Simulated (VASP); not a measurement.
# In (I4/mmm) in VASP: single point with PBE

Aim: the single point of In with PBE.

All numbers are computed with VASP 6.6.1; they aren't measurements. Logs are shortened: lines on timing, memory, paths and dates and some standing lists are left out, and cuts for length are marked.

**1. The cell of the first run**

It takes space group I4/mmm (No. 139, tetragonal). Conventional cell: a = 3.464 Å, b = 3.464 Å, c = 3.765 Å, α = 90.00°, β = 90.00°, γ = 90.00°. Within 4.1 Å of In (site symmetry 4/mmm) lie 14 In at 3.09 to 3.77 Å.

**2. Single point, PBE (strain -0.080 along x and y, +0.000 along z)**

INCAR reads:

```
  ALGO = Normal
  EDIFF = 1E-7
  ENCUT = 520
  GGA = PE
  ISIF = 2
  ISMEAR = 0
  LASPH = T
  LCHARG = F
  LREAL = F
  LWAVE = F
  NBANDS = 12
  NELM = 100
  PREC = Accurate
  SIGMA = 0.15
```

KPOINTS reads:

```
k-points
0
Gamma
  18 18 18
```

POSCAR reads:

```
In
1.0
   -1.7319232208      1.7319232208      1.8825252400
    1.7319232208     -1.7319232208      1.8825252400
    1.7319232208      1.7319232208     -1.8825252400
In
1
Direct
    0.0000000000      0.0000000000      0.0000000000
```

Potentials or basis: VASP PAW PBE potentials, release 64 (In_d).

Run with:

```
$ cat potpaw_PBE.64/In_d/POTCAR > POTCAR
$ mpirun -np 1 vasp_std > vasp.out
```

OUTCAR:

```text
EDIFF = 1E-7
   ENCUT = 520
   GGA = PE
   ISIF = 2
   ISMEAR = 0
   LASPH = T
   LREAL = F
   NELM = 100
   PREC = Accurate

 ion  position               nearest neighbor table
   1  0.000  0.000  0.000-

  LATTYP: Found a body centered tetragonal cell.
 ALAT       =     3.4638464416
 C/A-ratio  =     1.0869565217

  Lattice vectors:

 A1 = (  -1.7319232208,   1.7319232208,   1.8825252400)
 A2 = (   1.7319232208,  -1.7319232208,   1.8825252400)
 A3 = (   1.7319232208,   1.7319232208,  -1.8825252400)

Analysis of symmetry for initial positions (statically):
=====================================================================
 Subroutine PRICEL returns:
 Original cell was already a primitive cell.

 Routine SETGRP: Setting up the symmetry group for a
 body centered tetragonal supercell.

 Subroutine GETGRP returns: Found 16 space group operations
 (whereof 16 operations were pure point group operations)
 out of a pool of 16 trial point group operations.

The static configuration has the point symmetry D_4h.

Analysis of symmetry for dynamics (positions and initial velocities):
=====================================================================
 Subroutine PRICEL returns:
 Original cell was already a primitive cell.

 Routine SETGRP: Setting up the symmetry group for a
 body centered tetragonal supercell.

 Subroutine GETGRP returns: Found 16 space group operations
 (whereof 16 operations were pure point group operations)
 out of a pool of 16 trial point group operations.

The dynamic configuration has the point symmetry D_4h.

 Subroutine INISYM returns: Found 16 space group operations
 (whereof 16 operations are pure point group operations),
 and found     1 'primitive' translations

----------------------------------------------------------------------------------------

                                     Primitive cell

  volume of cell :      22.5870

  direct lattice vectors                    reciprocal lattice vectors
    -1.731923221  1.731923221  1.882525240     0.000000000  0.288696401  0.265600689
     1.731923221 -1.731923221  1.882525240     0.288696401  0.000000000  0.265600689
     1.731923221  1.731923221 -1.882525240     0.288696401  0.288696401  0.000000000

  length of vectors
     3.089177458  3.089177458  3.089177458     0.392287315  0.392287315  0.408278365

  position of ions in fractional coordinates (direct lattice)
     0.000000000  0.000000000  0.000000000

[... 75 lines left out ...]
   EDIFF  = 0.1E-06   stopping-criterion for ELM
   LREAL  =      F    real-space projection
   EDIFFG = 0.1E-05   stopping-criterion for IOM
   NSW    =      0    number of steps for IOM
   IBRION =     -1    ionic relax: 0-MD 1-quasi-New 2-CG
   NFREE  =      0    steps in history (QN), initial steepest desc. (CG)
   ISIF   =      2    stress and relaxation
   ISYM   =      2    0-nonsym 1-usesym 2-fastsym
   POTIM  = 0.5000    time-step for ionic-motion
   TEBEG  =    0.0;   TEEND  =   0.0 temperature during run
   PSTRESS=    0.0 pullay stress
   NELECT =      13.0000    total number of electrons
   NUPDOWN=      -1.0000    fix difference up-down
   EMIN   =  10.00;   EMAX   =-10.00  energy-range for DOS
   EFERMI =   0.00;   METHOD = LEGACY
   ISMEAR =     0;   SIGMA  =   0.15  broadening in eV -4-tet -1-fermi 0-gaus
   EFERMI_NEDOS =   21; number of points for ismear=-14 and -15
   IALGO  =     38    algorithm
   IMIX   =      4    mixing-type and parameters
     AMIX     =   0.40;   BMIX     =  1.00
     AMIX_MAG =   1.60;   BMIX_MAG =  1.00
  volume/ion in A,a.u.               =      22.59       152.42
  Fermi-wavevector in a.u.,A,eV,Ry     =   1.361768  2.573369 25.230824  1.854413
  Thomas-Fermi vector in A             =   2.488316
   LORBIT       =      0    0 simple, 1 ext, 2 COOP (PROOUT), +10 PAW based schemes
   GGA     = PE    functional components
   LHFCALC =     F    Hartree Fock is set to
   AEXX    =    0.0000 exact exchange contribution
   IVDW    =     0    specifies the selected vdW correction
   LEPSILON=     F    determine dielectric tensor
   LRPA    =     F    only Hartree local field effects (RPA)
 non-spin polarized calculation
 Gauss-broadening in eV      SIGMA  =   0.15
  energy-cutoff  :      520.00
  volume of cell :       22.59
 maximum number of plane-waves:       635
   NGX = 11   NGY = 11   NGZ = 11

 number of electron      13.0000008 magnetization

 Free energy of the ion-electron system (eV)
  ---------------------------------------------------
  ext. energy  EPLUGINS =         0.00000000
  ---------------------------------------------------
  free energy    TOTEN  =        -2.39589070 eV

  energy without entropy =       -2.39144854  energy(sigma->0) =       -2.39366962

 E-fermi :   9.3579     XC(G=0): -10.9729

 val. band max:        9.3537375190   @ k =  -0.2778  -0.4444   0.2778
 cond. band min:       9.3717082599   @ k =  -0.4444   0.3333   0.0556
 fundamental gap:      0.0179707409
 Fermi energy:         9.3579269660

 k-point     1 :       0.0000    0.0000    0.0000
  band No.  band energies     occupation
      1      -5.5955      2.00000
      2      -5.5955      2.00000
      3      -5.5038      2.00000
      4      -5.2322      2.00000
      5      -5.1423      2.00000
      6      -1.3050      2.00000
      7      21.6537      0.00000
      8      21.9539      0.00000
      9      21.9539      0.00000
     10      22.0402      0.00000
     11      23.8223      0.00000
     12      23.8223      0.00000
[... 331 lines left out ...]
 k-point    24 :      -0.2222    0.0556   -0.0000
  band No.  band energies     occupation
      1      -5.6065      2.00000
      2      -5.5640      2.00000
      3      -5.3508      2.00000
      4      -5.2541      2.00000
      5      -5.1659      2.00000
      6      -0.2420      2.00000
      7      15.3147      0.00000
      8      18.9543      0.00000
      9      19.4502      0.00000
     10      22.2345      0.00000
     11      22.5977      0.00000
     12      22.6970      0.00000

 [... further k-points ...]
[... 5 lines left out ...]
  --------------------------------------------------------------------------------------
  -------------------------------------------------------------------------------------
  Total        1.6441051      1.6441051      1.8018032      0.0000000      0.0000000      0.0000000
  in kB      116.6224339    116.6224339    127.8085396      0.0000000      0.0000000      0.0000000
  external PRESSURE =     120.3511358 kB  Pullay stress =       0.0000000 kB

 VOLUME and BASIS-vectors are now :
 -----------------------------------------------------------------------------
  energy-cutoff  :      520.00
  volume of cell :       22.59
      direct lattice vectors                 reciprocal lattice vectors
    -1.731923221  1.731923221  1.882525240     0.000000000  0.288696401  0.265600689
     1.731923221 -1.731923221  1.882525240     0.288696401  0.000000000  0.265600689
     1.731923221  1.731923221 -1.882525240     0.288696401  0.288696401  0.000000000

 POSITION                                       TOTAL-FORCE (eV/Angst)
 -----------------------------------------------------------------------------------
      0.00000      0.00000      0.00000        -0.000000      0.000000      0.000000
 -----------------------------------------------------------------------------------
    total drift:                               -0.000000      0.000000     -0.000000

  FREE ENERGIE OF THE ION-ELECTRON SYSTEM (eV)
  ---------------------------------------------------
  free  energy   TOTEN  =        -2.3958907016 eV

  energy  without entropy=       -2.3914485427  energy(sigma->0) =       -2.39366962
```

OSZICAR:

```text
N       E                     dE             d eps       ncg     rms          rms(c)
DAV:   1     0.782014746491E+02    0.78201E+02   -0.63037E+03 11696   0.146E+03
DAV:   2     0.116508405974E+01   -0.77036E+02   -0.75056E+02 12140   0.296E+02
DAV:   3    -0.236001276813E+01   -0.35251E+01   -0.35107E+01 13632   0.641E+01
DAV:   4    -0.243506204418E+01   -0.75049E-01   -0.75022E-01 14276   0.906E+00
DAV:   5    -0.243834633355E+01   -0.32843E-02   -0.32842E-02 15612   0.170E+00    0.314E+00
DAV:   6    -0.240437825463E+01    0.33968E-01   -0.47583E-02 14468   0.480E+00    0.154E+00
DAV:   7    -0.239652755477E+01    0.78507E-02   -0.14688E-02 16384   0.249E+00    0.319E-01
DAV:   8    -0.239588423474E+01    0.64332E-03   -0.10727E-03 14520   0.554E-01    0.324E-02
DAV:   9    -0.239588953846E+01   -0.53037E-05   -0.17607E-05 16652   0.579E-02    0.182E-02
DAV:  10    -0.239589061675E+01   -0.10783E-05   -0.19645E-06 14032   0.178E-02    0.187E-03
DAV:  11    -0.239589070157E+01   -0.84824E-07   -0.51442E-08  9508   0.291E-03
   1 F= -.23958907E+01 E0= -.23936696E+01  d E =-.444216E-02
```

stdout:

```text
POSCAR found type information on POSCAR In
 POSCAR found :  1 types and       1 ions
 scaLAPACK will be used
 LDA part: xc-table for (Slater+PW92), standard interpolation
 POSCAR, INCAR and KPOINTS ok, starting setup
 FFT: planning ... GRIDC
 FFT: planning ... GRID_SOFT
 FFT: planning ... GRID
 WAVECAR not read
 entering main loop
```

Wall time 42 s (1 thread of Intel Xeon Platinum 8375C at 2.90GHz (Ice Lake), shared host); peak memory 0.24 GiB.

Results:

* Free energy: -2.3959 eV
* Pressure: 12.0 GPa
* Band gap on the k mesh: zero (an odd number of electrons rules out a gap without spin polarisation)

Stress tensor (GPa, compression positive):
```
11.66  0.00  0.00
 0.00 11.66  0.00
 0.00  0.00 12.78
```

Caveat: the cell differs from its parent crystal (strain -0.080 along x and y, +0.000 along z); the cell stands under pressure; spin-orbit coupling is left out, which moves the levels of the heavy elements.
